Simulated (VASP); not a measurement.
# CoSn (P6/mmm) in VASP: single point with r2SCAN

Aim: the single point of CoSn with r2SCAN.

All numbers are computed with VASP 6.6.1; they aren't measurements. Logs are shortened: lines on timing, memory, paths and dates and some standing lists are left out, and cuts for length are marked.

**1. The cell of the first run**

It takes space group P6/mmm (No. 191, hexagonal). The conventional cell has a = 5.246 Å, b = 5.246 Å, c = 4.188 Å, α = 90.00°, β = 90.00°, γ = 120.00°. Within 3.4 Å of Co (site symmetry mmm) lie 6 Sn at 2.58 to 2.62 Å and 4 Co at 2.62 Å. Sn (site symmetry -6m2) has 6 Co at 2.58 Å and 3 Sn at 3.03 Å within 3.4 Å. Within 3.5 Å of Sn (site symmetry 6/mmm) lie 6 Co at 2.62 Å.

**2. Single point, r2SCAN, collinear spin, ferromagnetic start**

The input, POSCAR:

```
CoSn
1.0
    5.2460399276      0.0000000000      0.0000000000
   -2.6230199638      4.5432038466      0.0000000000
    0.0000000000      0.0000000000      4.1875903000
Co Sn
3 3
Direct
    0.0000000000      0.5000000000      0.0000000000
    0.5000000000      0.5000000000      0.0000000000
    0.5000000000      0.0000000000      0.0000000000
    0.6666666700      0.3333333300      0.5000000000
    0.3333333300      0.6666666700      0.5000000000
    0.0000000000      0.0000000000      0.0000000000
```

The input, INCAR.step1:

```
PREC = Accurate
ENCUT = 520
ISMEAR = 0
SIGMA = 0.1
LREAL = F
LASPH = T
NELM = 150
ISPIN = 2
MAGMOM = 3 3 3 0 0 0
LMAXMIX = 4
NBANDS = 48
GGA = PE
ALGO = Normal
EDIFF = 1E-4
LWAVE = T
LCHARG = F
```

The input, INCAR.step2:

```
PREC = Accurate
ENCUT = 520
EDIFF = 1E-6
ISMEAR = 0
SIGMA = 0.1
LREAL = F
LASPH = T
NELM = 150
ALGO = Normal
ISIF = 2
LWAVE = F
LCHARG = T
ISPIN = 2
MAGMOM = 3 3 3 0 0 0
LORBIT = 11
LMAXMIX = 4
METAGGA = R2SCAN
LMIXTAU = T
LELF = T
LVHAR = T
NBANDS = 48
ISTART = 1
```

The input, KPOINTS:

```
Automatic mesh
0
Gamma
  6 6 4
```

Potentials or basis: VASP PAW PBE potentials, release 64 (Co, Sn_d).

On the command line:

```bash
> cat potpaw_PBE.64/Co/POTCAR potpaw_PBE.64/Sn_d/POTCAR > POTCAR
> cp INCAR.step1 INCAR
> mpirun -np 1 vasp_std > vasp.out
> cp INCAR.step2 INCAR
> mpirun -np 1 vasp_std > vasp.out
```

OUTCAR:

```text
PREC = Accurate
   ENCUT = 520
   EDIFF = 1E-6
   ISMEAR = 0
   LREAL = F
   LASPH = T
   NELM = 150
   ISIF = 2
   ISPIN = 2
   LORBIT = 11
   METAGGA = R2SCAN
   ISTART = 1

 ion  position               nearest neighbor table
   1  0.000  0.500  0.000-   4 2.58   5 2.58   4 2.58   5 2.58   2 2.62   2 2.62   6 2.62   6 2.62
                             3 2.62   3 2.62
   2  0.500  0.500  0.000-   4 2.58   5 2.58   4 2.58   5 2.58   1 2.62   1 2.62   6 2.62   3 2.62
                             3 2.62   6 2.62
   3  0.500  0.000  0.000-   4 2.58   5 2.58   4 2.58   5 2.58   6 2.62   6 2.62   1 2.62   2 2.62
                             2 2.62   1 2.62
   4  0.667  0.333  0.500-   1 2.58   1 2.58   3 2.58   3 2.58   2 2.58   2 2.58   5 3.03   5 3.03
                             5 3.03   6 3.68   6 3.68   6 3.68   6 3.68   6 3.68   6 3.68
   5  0.333  0.667  0.500-   1 2.58   1 2.58   3 2.58   3 2.58   2 2.58   2 2.58   4 3.03   4 3.03
                             4 3.03   6 3.68   6 3.68   6 3.68   6 3.68   6 3.68   6 3.68
   6  0.000  0.000  0.000-   3 2.62   3 2.62   1 2.62   1 2.62   2 2.62   2 2.62   5 3.68   4 3.68
                             5 3.68   4 3.68   4 3.68   5 3.68   5 3.68   4 3.68   5 3.68   5 3.68

  LATTYP: Found a hexagonal cell.
 ALAT       =     5.2460399276
 C/A-ratio  =     0.7982383584

  Lattice vectors:

 A1 = (   5.2460399276,   0.0000000000,   0.0000000000)
 A2 = (  -2.6230199638,   4.5432038466,   0.0000000000)
 A3 = (   0.0000000000,   0.0000000000,   4.1875903000)

Analysis of symmetry for initial positions (statically):
=====================================================================
 Subroutine PRICEL returns:
 Original cell was already a primitive cell.

 Routine SETGRP: Setting up the symmetry group for a
 hexagonal supercell.

 Subroutine GETGRP returns: Found 24 space group operations
 (whereof 24 operations were pure point group operations)
 out of a pool of 24 trial point group operations.

The static configuration has the point symmetry D_6h.

Analysis of symmetry for dynamics (positions and initial velocities):
=====================================================================
 Subroutine PRICEL returns:
 Original cell was already a primitive cell.

 Routine SETGRP: Setting up the symmetry group for a
 hexagonal supercell.

 Subroutine GETGRP returns: Found 24 space group operations
 (whereof 24 operations were pure point group operations)
 out of a pool of 24 trial point group operations.

The dynamic configuration has the point symmetry D_6h.

Analysis of structural, dynamic, and magnetic symmetry:
=====================================================================
 Subroutine PRICEL returns:
[... 155 lines left out ...]

 Free energy of the ion-electron system (eV)
  ---------------------------------------------------
  ext. energy  EPLUGINS =         0.00000000
  ---------------------------------------------------
  free energy    TOTEN  =      -113.65773760 eV

  energy without entropy =     -113.64220983  energy(sigma->0) =     -113.64997372

 E-fermi :  10.2013     XC(G=0): -12.8949

 val. band max:       10.1894332654   @ k =   0.3333   0.1667   0.2500
 cond. band min:      10.2020385975   @ k =   0.1667   0.1667   0.0000
 fundamental gap:      0.0126053321
 Fermi energy:        10.2012919090

 spin component 1

 k-point     1 :       0.0000    0.0000    0.0000
  band No.  band energies     occupation
      1     -12.1391      1.00000
      2     -12.0212      1.00000
      3     -12.0211      1.00000
      4     -12.0164      1.00000
      5     -12.0164      1.00000
      6     -11.9217      1.00000
[... 1018 lines left out ...]
     45      20.2681      0.00000
     46      20.5875      0.00000
 Fermi energy:        10.2012919090

 spin component 2

 k-point     1 :       0.0000    0.0000    0.0000
  band No.  band energies     occupation
      1     -12.1391      1.00000
      2     -12.0212      1.00000
      3     -12.0211      1.00000
      4     -12.0164      1.00000
      5     -12.0164      1.00000
      6     -11.9217      1.00000
[... 1018 lines left out ...]
     45      20.2681      0.00000
     46      20.5875      0.00000
 [bands above 46 left out]

------------------------ aborting loop because EDIFF is reached ----------------------------------------

  FORCE on cell =-STRESS in cart. coord.  units (eV):
  Direction    XX          YY          ZZ          XY          YZ          ZX
  --------------------------------------------------------------------------------------
  -------------------------------------------------------------------------------------
  Total        0.1029840      0.1029840     -0.0789142      0.0000000      0.0000000     -0.0000000
  in kB        1.6531886      1.6531886     -1.2667991      0.0000000      0.0000000     -0.0000000
  external PRESSURE =       0.6798594 kB  Pullay stress =       0.0000000 kB

 VOLUME and BASIS-vectors are now :
 -----------------------------------------------------------------------------
  energy-cutoff  :      520.00
  volume of cell :       99.81
      direct lattice vectors                 reciprocal lattice vectors
     5.246039928  0.000000000  0.000000000     0.190619975  0.110054494  0.000000000
    -2.623019964  4.543203847  0.000000000     0.000000000  0.220108988  0.000000000
     0.000000000  0.000000000  4.187590300     0.000000000  0.000000000  0.238800821

 POSITION                                       TOTAL-FORCE (eV/Angst)
 -----------------------------------------------------------------------------------
     -1.31151      2.27160      0.00000         0.000000      0.000000      0.000000
      1.31151      2.27160      0.00000         0.000000      0.000000      0.000000
      2.62302      0.00000      0.00000         0.000000      0.000000      0.000000
      2.62302      1.51440      2.09380        -0.000000      0.000000     -0.000000
     -0.00000      3.02880      2.09380         0.000000      0.000000      0.000000
      0.00000      0.00000      0.00000         0.000000      0.000000      0.000000
 -----------------------------------------------------------------------------------
    total drift:                                0.000000     -0.000000     -0.000000

  FREE ENERGIE OF THE ION-ELECTRON SYSTEM (eV)
  ---------------------------------------------------
  free  energy   TOTEN  =      -113.6577375991 eV

  energy  without entropy=     -113.6422098328  energy(sigma->0) =     -113.64997372

 total charge

# of ion       s       p       d       tot
------------------------------------------
    1        0.423   0.505   7.483   8.411
    2        0.423   0.505   7.483   8.411
    3        0.423   0.505   7.483   8.411
    4        1.101   1.323  10.076  12.500
    5        1.101   1.323  10.076  12.500
    6        1.132   1.169  10.045  12.347
--------------------------------------------------
tot          4.603   5.331  52.645  62.580

 magnetization (x)

# of ion       s       p       d       tot
------------------------------------------
    1       -0.000  -0.000   0.000   0.000
    2       -0.000  -0.000   0.000   0.000
    3       -0.000  -0.000   0.000   0.000
    4        0.000  -0.000  -0.000  -0.000
    5        0.000  -0.000  -0.000  -0.000
    6        0.000  -0.000   0.000   0.000
--------------------------------------------------
tot          0.000  -0.000   0.000   0.000
```

Run time: 5.9 min. Hardware: 1 thread of Intel Xeon 6975P-C (Granite Rapids), shared host; peak memory 0.35 GiB.

What came out:

| Property | Result |
| --- | --- |
| Free energy | -113.6577 eV |
| Pressure | 0.1 GPa |
| Net moment | 0.00 μB per cell |
| Valence electrons inside the program's atomic spheres | Co 8.41; Sn 12.50, 12.35 (each value once) |

Stress tensor (GPa, compression positive):
```
 0.17  0.00  0.00
 0.00  0.17  0.00
 0.00  0.00 -0.13
```

Levels at points of the mesh, in eV from the Fermi level:
Spin up:
```tsv
k point	band 30	band 31	band 32	band 33	band 34	band 35	band 36	band 37	band 38	band 39
(0.00, 0.00, 0.00)	-0.70	-0.66	-0.66	-0.60	-0.60	0.54	0.60	1.38	1.38	3.12
(0.50, 0.00, 0.00)	-1.20	-0.86	-0.63	-0.58	0.71	0.88	1.73	1.78	2.69	3.40
(0.00, 0.00, 0.50)	-1.06	-1.06	-0.75	-0.70	-0.70	-0.62	-0.62	-0.13	0.54	1.34
(0.50, 0.00, 0.50)	-1.34	-1.07	-0.92	-0.71	-0.68	-0.56	-0.32	0.37	1.24	4.17
```
Spin down:
```tsv
k point	band 31	band 32	band 33	band 34	band 35	band 36	band 37	band 38
(0.00, 0.00, 0.00)	-0.66	-0.66	-0.60	-0.60	0.54	0.60	1.38	1.38
(0.50, 0.00, 0.00)	-0.86	-0.63	-0.58	0.71	0.88	1.73	1.78	2.69
(0.00, 0.00, 0.50)	-1.06	-0.75	-0.70	-0.70	-0.62	-0.62	-0.13	0.54
(0.50, 0.00, 0.50)	-1.07	-0.92	-0.71	-0.68	-0.56	-0.32	0.37	1.24
```

Caveat: the k points lie up to 0.38 Å⁻¹ apart; the moments typed at the start vanished in this run; the PAW data sets were made with another functional, which shifts forces and pressure a little; spin-orbit coupling is left out, which moves the levels of the heavy elements.
